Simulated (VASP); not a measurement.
# Mg32ZnO32 (a cell with a defect) in VASP: further runs, part 2 of 3

VASP 6.6.1. Earlier steps stand in the parts before.

## Step 3: Single point, HSE06

The input, POSCAR:

```
Mg32ZnO32
1.0
    8.4288080000      0.0000000000      0.0000000000
    0.0000000000      8.4288080000      0.0000000000
    0.0000000000      0.0000000000      8.4288080000
O Mg Zn
32 32 1
Direct
    0.2499540000      0.9974550000      0.9975840000
    0.2530090000      0.9934870000      0.5032270000
    0.2529810000      0.5030880000      0.9936110000
    0.2672610000      0.5172720000      0.5173770000
    0.7496870000      0.9998370000      0.9999480000
    0.7472860000      0.9974130000      0.5001880000
    0.7472930000      0.5000660000      0.9975160000
    0.7433960000      0.5030940000      0.5032290000
    0.9970160000      0.2471110000      0.9935920000
    0.9821220000      0.2319550000      0.5193930000
    0.0000760000      0.7528340000      0.9974350000
    0.9970140000      0.7567090000      0.5032760000
    0.5026600000      0.2501640000      0.9974900000
    0.5065460000      0.2471120000      0.5032820000
    0.5002610000      0.7503990000      0.9997810000
    0.5023520000      0.7524660000      0.5001720000
    0.9970230000      0.9934870000      0.2472210000
    0.0000750000      0.9973260000      0.7529640000
    0.9820610000      0.5193410000      0.2321510000
    0.9970140000      0.5031430000      0.7567690000
    0.5026620000      0.9973540000      0.2502950000
    0.5002720000      0.9996640000      0.7505360000
    0.5065320000      0.5031370000      0.2472400000
    0.5023600000      0.5000520000      0.7525860000
    0.2691540000      0.2322750000      0.2324530000
    0.2530530000      0.2471110000      0.7567860000
    0.2530480000      0.7566410000      0.2472270000
    0.2499600000      0.7524740000      0.7525940000
    0.7433440000      0.2471000000      0.2472120000
    0.7472170000      0.2501560000      0.7529520000
    0.7472080000      0.7528300000      0.2502820000
    0.7495610000      0.7503770000      0.7504890000
    0.9998190000      0.9948290000      0.9949430000
    0.9979090000      0.9981030000      0.5025510000
    0.9978850000      0.5024380000      0.9982600000
    0.9726620000      0.5274630000      0.5274770000
    0.5000800000      0.0000090000      0.0001410000
    0.5050410000      0.9948960000      0.5004410000
    0.5050260000      0.5003240000      0.9950290000
    0.5019200000      0.5020970000      0.5022220000
    0.2523100000      0.2480160000      0.9983560000
    0.2772260000      0.2227830000      0.5274330000
    0.2501890000      0.7551500000      0.9950310000
    0.2520200000      0.7519720000      0.5021970000
    0.7446970000      0.2499520000      0.9949420000
    0.7481160000      0.2479870000      0.5025430000
    0.7499270000      0.7501700000      0.0001530000
    0.7447690000      0.7551680000      0.5004030000
    0.2523260000      0.9981950000      0.2481270000
    0.2501900000      0.9948990000      0.7552930000
    0.2771600000      0.5272710000      0.2229390000
    0.2520130000      0.5020820000      0.7520770000
    0.7446900000      0.9948130000      0.2500640000
    0.7499310000      0.0000200000      0.7502860000
    0.7480980000      0.5024340000      0.2480910000
    0.7447800000      0.5002980000      0.7552710000
    0.9720520000      0.2221880000      0.2222980000
    0.9978940000      0.2479650000      0.7526960000
    0.9978820000      0.7526090000      0.2480560000
    0.9997070000      0.7551740000      0.7552970000
    0.5024980000      0.2479750000      0.2481030000
    0.5050370000      0.2497970000      0.7552880000
    0.5050260000      0.7551450000      0.2499160000
    0.5000550000      0.7501600000      0.7502780000
    0.1241550000      0.3744140000      0.3746090000
```

The input, INCAR.step1:

```
SYSTEM = Mg32ZnO32
  ALGO = Normal
  EDIFF = 1E-5
  ENCUT = 520
  GGA = PE
  GGA_COMPAT = .FALSE.
  ISIF = 2
  ISMEAR = -1
  ISYM = -1
  LASPH = .TRUE.
  LCHARG = .FALSE.
  LREAL = Auto
  LWAVE = .TRUE.
  NBANDS = 172
  NELM = 120
  PREC = Accurate
  SIGMA = 0.05
```

The input, INCAR.step2:

```
SYSTEM = Mg32ZnO32
  ALGO = Normal
  EDIFF = 1E-6
  ENCUT = 520
  GGA = PE
  GGA_COMPAT = .FALSE.
  HFSCREEN = 0.2079
  ISIF = 2
  ISMEAR = -1
  ISTART = 1
  ISYM = -1
  LASPH = .TRUE.
  LCHARG = .FALSE.
  LHFCALC = .TRUE.
  LREAL = Auto
  LWAVE = .FALSE.
  NBANDS = 172
  NELM = 120
  PREC = Accurate
  PRECFOCK = Fast
  SIGMA = 0.05
```

The input, KPOINTS:

```
explicit points
1
Reciprocal
  0.25000000   0.25000000   0.25000000 1
```

Potentials or basis: VASP PAW PBE potentials, release 64 (O, Mg, Zn).

The run is started by

```sh
$ cat potpaw_PBE.64/O/POTCAR potpaw_PBE.64/Mg/POTCAR potpaw_PBE.64/Zn/POTCAR > POTCAR
$ cp INCAR.step1 INCAR
$ mpirun -np 1 vasp_std > vasp.out
$ cp INCAR.step2 INCAR
$ mpirun -np 1 vasp_std > vasp.out
```

OUTCAR:

```text
SYSTEM = Mg32ZnO32
   EDIFF = 1E-6
   ENCUT = 520
   GGA = PE
   HFSCREEN = 0.2079
   ISIF = 2
   ISMEAR = -1
   ISTART = 1
   ISYM = -1
   LASPH = .TRUE.
   LHFCALC = .TRUE.
   LREAL = Auto
   NELM = 120
   PREC = Accurate
   PRECFOCK = Fast

 ion  position               nearest neighbor table
   1  0.250  0.997  0.998-  50 2.04  43 2.04  37 2.11  33 2.11  49 2.11  41 2.11
   2  0.253  0.993  0.503-  42 1.95  44 2.04  38 2.12  50 2.12  34 2.15  49 2.15
   3  0.253  0.503  0.994-  51 1.95  52 2.04  39 2.12  43 2.12  41 2.15  35 2.15
   4  0.267  0.517  0.517-  40 1.99  44 1.99  52 1.99  65 2.09  51 2.48  42 2.49  36 2.49
   5  0.750  1.000  1.000-  37 2.10  54 2.10  47 2.10  45 2.11  53 2.11  33 2.11
   6  0.747  0.997  0.500-  48 2.04  38 2.04  54 2.11  53 2.11  46 2.11  34 2.11
   7  0.747  0.500  0.998-  56 2.04  39 2.04  47 2.11  45 2.11  55 2.11  35 2.11
   8  0.743  0.503  0.503-  36 1.95  40 2.04  56 2.12  48 2.12  46 2.15  55 2.15
   9  0.997  0.247  0.994-  57 1.95  58 2.03  33 2.13  45 2.13  41 2.15  35 2.15
  10  0.982  0.232  0.519-  58 1.98  34 1.98  46 1.98  65 2.09  42 2.49  36 2.49  57 2.51
  11  0.000  0.753  0.997-  33 2.04  60 2.04  43 2.11  47 2.11  35 2.11  59 2.11
  12  0.997  0.757  0.503-  36 1.95  34 2.03  60 2.12  48 2.13  44 2.15  59 2.15
  13  0.503  0.250  0.997-  45 2.04  62 2.04  37 2.11  39 2.11  41 2.11  61 2.11
  14  0.507  0.247  0.503-  42 1.95  46 2.04  62 2.12  38 2.13  40 2.15  61 2.15
  15  0.500  0.750  1.000-  64 2.10  37 2.10  47 2.10  43 2.11  39 2.11  63 2.11
  16  0.502  0.752  0.500-  48 2.04  38 2.04  64 2.11  63 2.11  44 2.11  40 2.11
  17  0.997  0.993  0.247-  57 1.95  59 2.03  33 2.13  53 2.13  49 2.15  34 2.15
[... 66 lines left out ...]
                            54 2.96  46 2.98  34 2.98  35 2.98  41 2.98  50 3.01  56 3.01  52 3.03
  59  0.998  0.753  0.248-  19 1.98  17 2.03  11 2.11  31 2.11  27 2.15  12 2.15  33 2.95  53 2.95
                            47 2.96  55 2.98  35 2.98  34 2.98  49 2.98  43 3.01  48 3.01  44 3.03
  60  1.000  0.755  0.755-  11 2.04  18 2.04  32 2.11  28 2.11  12 2.12  20 2.12  36 2.72  33 2.86
                            50 2.92  43 2.92  54 2.95  47 2.95  34 2.95  35 2.96  52 3.01  44 3.01
  61  0.502  0.248  0.248-  25 1.98  29 2.03  13 2.11  21 2.11  23 2.15  14 2.15  53 2.95  45 2.95
                            37 2.96  41 2.98  49 2.98  46 2.98  55 2.98  38 3.01  39 3.01  40 3.03
  62  0.505  0.250  0.755-  30 2.04  13 2.04  22 2.11  24 2.11  26 2.12  14 2.12  42 2.73  45 2.86
                            56 2.92  39 2.92  37 2.95  54 2.95  41 2.96  46 2.96  52 3.01  40 3.01
  63  0.505  0.755  0.250-  31 2.04  21 2.04  15 2.11  16 2.11  27 2.12  23 2.12  51 2.73  53 2.86
                            48 2.92  38 2.92  37 2.95  47 2.95  49 2.96  55 2.96  44 3.01  40 3.01
  64  0.500  0.750  0.750-  15 2.10  22 2.10  32 2.10  28 2.11  16 2.11  24 2.11  38 2.95  39 2.95
                            56 2.95  48 2.95  50 2.95  43 2.95  44 2.96  40 2.96  52 2.96  37 2.98
  65  0.124  0.374  0.375-   4 2.09  10 2.09  25 2.09  19 2.09  57 2.22  36 2.23  42 2.23  51 2.23

IMPORTANT INFORMATION: All symmetrisations will be switched off!
NOSYMM: (Re-)initialisation of all symmetry stuff for point group C_1.

----------------------------------------------------------------------------------------

                                     Primitive cell

  volume of cell :     598.8230

  direct lattice vectors                    reciprocal lattice vectors
     8.428808000  0.000000000  0.000000000     0.118640738  0.000000000  0.000000000
     0.000000000  8.428808000  0.000000000     0.000000000  0.118640738  0.000000000
     0.000000000  0.000000000  8.428808000     0.000000000  0.000000000  0.118640738

  length of vectors
     8.428808000  8.428808000  8.428808000     0.118640738  0.118640738  0.118640738

  position of ions in fractional coordinates (direct lattice)
     0.249954000  0.997455000  0.997584000
     0.253009000  0.993487000  0.503227000
     0.252981000  0.503088000  0.993611000
     0.267261000  0.517272000  0.517377000
     0.749687000  0.999837000  0.999948000
     0.747286000  0.997413000  0.500188000
[... 57 lines left out ...]
     0.500055000  0.750160000  0.750278000
[... 100 lines left out ...]
   LREAL  =      T    real-space projection
   EDIFFG = 0.1E-04   stopping-criterion for IOM
   NSW    =      0    number of steps for IOM
   IBRION =     -1    ionic relax: 0-MD 1-quasi-New 2-CG
   NFREE  =      0    steps in history (QN), initial steepest desc. (CG)
   ISIF   =      2    stress and relaxation
   ISYM   =     -1    0-nonsym 1-usesym 2-fastsym
   POTIM  = 0.5000    time-step for ionic-motion
   TEBEG  =    0.0;   TEEND  =   0.0 temperature during run
   PSTRESS=    0.0 pullay stress
   NELECT =     268.0000    total number of electrons
   NUPDOWN=      -1.0000    fix difference up-down
   EMIN   =  10.00;   EMAX   =-10.00  energy-range for DOS
   EFERMI =   0.00;   METHOD = LEGACY
   ISMEAR =    -1;   SIGMA  =   0.05  broadening in eV -4-tet -1-fermi 0-gaus
   EFERMI_NEDOS =   21; number of points for ismear=-14 and -15
   IALGO  =     38    algorithm
   IMIX   =      1    mixing-type and parameters
     AMIX     =   0.40;   BMIX     =  1.00
     AMIX_MAG =   1.60;   BMIX_MAG =  1.00
  volume/ion in A,a.u.               =       9.21        62.17
  Fermi-wavevector in a.u.,A,eV,Ry     =   1.252238  2.366387 21.335301  1.568100
  Thomas-Fermi vector in A             =   2.386148
   LORBIT       =      0    0 simple, 1 ext, 2 COOP (PROOUT), +10 PAW based schemes
   GGA     = PE    functional components
   LHFCALC =     T    Hartree Fock is set to
   PRECFOCK=fast      Normal, Fast or Accurate (Low or Medium for compatibility)
   ENCUT4O =  -1.0   cutoff for four orbital integrals eV
   NKREDX  =     1    reduce k-point grid by
   NKREDY  =     1    reduce k-point grid by
   NKREDZ  =     1    reduce k-point grid by
   AEXX    =    0.2500 exact exchange contribution
   HFSCREEN=    0.2079 screening length (either q_TF or 0.3 A-1)
   HFSCREENC=   0.2079 screening length for correlation (either q_TF or 0.3 A-1)
   ENCUTFOCK=  -1.0 apply spherical cutoff to Coloumb kernel
   IVDW    =     0    specifies the selected vdW correction
   LEPSILON=     F    determine dielectric tensor
   LRPA    =     F    only Hartree local field effects (RPA)
 non-spin polarized calculation
  energy-cutoff  :      520.00
  volume of cell :      598.82
 maximum number of plane-waves:     16125
 NGX is ok and might be reduce to    64
  NGX = 32; NGY = 32; NGZ = 32

 number of electron     268.0000010 magnetization

 Free energy of the ion-electron system (eV)
  ---------------------------------------------------
  ext. energy  EPLUGINS =         0.00000000
  ---------------------------------------------------
  free energy    TOTEN  =      -444.64202550 eV

  energy without entropy =     -444.64202550  energy(sigma->0) =     -444.64202550

 E-fermi :   8.5270     XC(G=0):  -9.1873

 val. band max:        7.3437167923   @ k =   0.2500   0.2500   0.2500
 cond. band min:       9.6983892601   @ k =   0.2500   0.2500   0.2500
 fundamental gap:      2.3546724679
 Fermi energy:         8.5270293827

 k-point     1 :       0.2500    0.2500    0.2500
  band No.  band energies     occupation
      1     -16.7213      2.00000
      2     -16.3641      2.00000
      3     -16.3636      2.00000
      4     -16.2572      2.00000
      5     -16.0414      2.00000
      6     -16.0410      2.00000
[... 138 lines left out ...]
    145      12.4120      0.00000
    146      12.5249      0.00000
 [bands above 146 left out]

------------------------ aborting loop because EDIFF is reached ----------------------------------------

  FORCE on cell =-STRESS in cart. coord.  units (eV):
  Direction    XX          YY          ZZ          XY          YZ          ZX
  --------------------------------------------------------------------------------------
  -------------------------------------------------------------------------------------
  Total       29.8762912     29.9107039     29.8686369     -0.6516194     -0.6745493     -0.6289523
  in kB       79.9353320     80.0274046     79.9148524     -1.7434363     -1.8047863     -1.6827896
  external PRESSURE =      79.9591964 kB  Pullay stress =       0.0000000 kB

 VOLUME and BASIS-vectors are now :
 -----------------------------------------------------------------------------
  energy-cutoff  :      520.00
  volume of cell :      598.82
      direct lattice vectors                 reciprocal lattice vectors
     8.428808000  0.000000000  0.000000000     0.118640738  0.000000000  0.000000000
     0.000000000  8.428808000  0.000000000     0.000000000  0.118640738  0.000000000
     0.000000000  0.000000000  8.428808000     0.000000000  0.000000000  0.118640738

 POSITION                                       TOTAL-FORCE (eV/Angst)
 -----------------------------------------------------------------------------------
      2.10681      8.40736      8.40844        -0.000820     -0.039666     -0.040397
      2.13256      8.37391      4.24160         0.019348      0.030083      0.019144
      2.13233      4.24043      8.37496         0.019862      0.020445      0.032311
      2.25269      4.35999      4.36087         0.189026      0.186587      0.187706
      6.31897      8.42743      8.42837         0.006085      0.000401      0.001196
      6.29873      8.40700      4.21599        -0.040502     -0.042441     -0.001626
[... 57 lines left out ...]
      4.21487      6.32295      6.32395        -0.006045     -0.005414     -0.005334
      1.04648      3.15586      3.15751        -0.005990     -0.006171     -0.007056
 -----------------------------------------------------------------------------------
    total drift:                               -0.000506     -0.005002     -0.000531

  FREE ENERGIE OF THE ION-ELECTRON SYSTEM (eV)
  ---------------------------------------------------
  free  energy   TOTEN  =      -444.6420255006 eV

  energy  without entropy=     -444.6420255003  energy(sigma->0) =     -444.64202550
```

It took 15 min on 1 thread of Intel Xeon 6975P-C (Granite Rapids), shared host; peak memory 0.8 GiB.

What came out:

```
Free energy            : -444.6420 eV
Pressure               : 8.0 GPa
Largest force          : 0.355 eV/Å
Band gap on the k mesh : 2.35 eV
```

Forces in eV/Å, atoms in the order of the input:
```
O   -0.001 -0.040 -0.040
O    0.019  0.030  0.019
O    0.020  0.020  0.032
O    0.189  0.187  0.188
O    0.006  0.000  0.001
O   -0.041 -0.042 -0.002
O   -0.040 -0.001 -0.041
O    0.032  0.020  0.019
O   -0.020 -0.019  0.027
O   -0.193 -0.190  0.230
O    0.001  0.037 -0.038
O   -0.016 -0.039  0.017
O    0.038  0.002 -0.039
O   -0.034 -0.015  0.018
O    0.001 -0.001 -0.002
O    0.031  0.030  0.000
O   -0.021  0.025 -0.020
O    0.001 -0.040  0.036
O   -0.192  0.227 -0.191
O   -0.017  0.020 -0.038
O    0.040 -0.039  0.003
O    0.001 -0.005  0.002
O   -0.035  0.019 -0.016
O    0.031  0.000  0.030
O    0.223 -0.192 -0.192
O    0.019 -0.015 -0.039
O    0.018 -0.036 -0.015
O   -0.001  0.030  0.029
O    0.029 -0.019 -0.018
O   -0.036  0.004  0.034
O   -0.036  0.035  0.003
O   -0.004  0.002  0.004
Mg   0.009 -0.015 -0.016
Mg  -0.027  0.057  0.028
Mg  -0.026  0.027  0.054
Mg  -0.047  0.037  0.040
Mg  -0.011  0.012  0.010
Mg   0.015 -0.014 -0.010
Mg   0.015 -0.010 -0.015
Mg  -0.046  0.025  0.025
Mg   0.028 -0.027  0.053
Mg   0.036 -0.043  0.038
Mg  -0.008  0.015 -0.015
Mg   0.026 -0.045  0.027
Mg  -0.015  0.007 -0.017
Mg   0.055 -0.028  0.029
Mg   0.009 -0.008  0.009
Mg  -0.015  0.016 -0.008
Mg   0.027  0.055 -0.026
Mg  -0.009 -0.014  0.015
Mg   0.039  0.039 -0.044
Mg   0.025  0.026 -0.043
Mg  -0.015 -0.014  0.007
Mg   0.009  0.011 -0.008
Mg   0.053  0.027 -0.026
Mg  -0.015 -0.010  0.015
Mg  -0.040 -0.039 -0.039
Mg  -0.031 -0.031 -0.054
Mg  -0.030 -0.054 -0.029
Mg   0.007  0.017  0.017
Mg  -0.054 -0.029 -0.028
Mg   0.018  0.007  0.017
Mg   0.017  0.017  0.006
Mg  -0.006 -0.005 -0.005
Zn  -0.006 -0.006 -0.007
```

Caveat: the PAW data sets were made with another functional, which shifts forces and pressure a little.

[end of part 2 of 3]
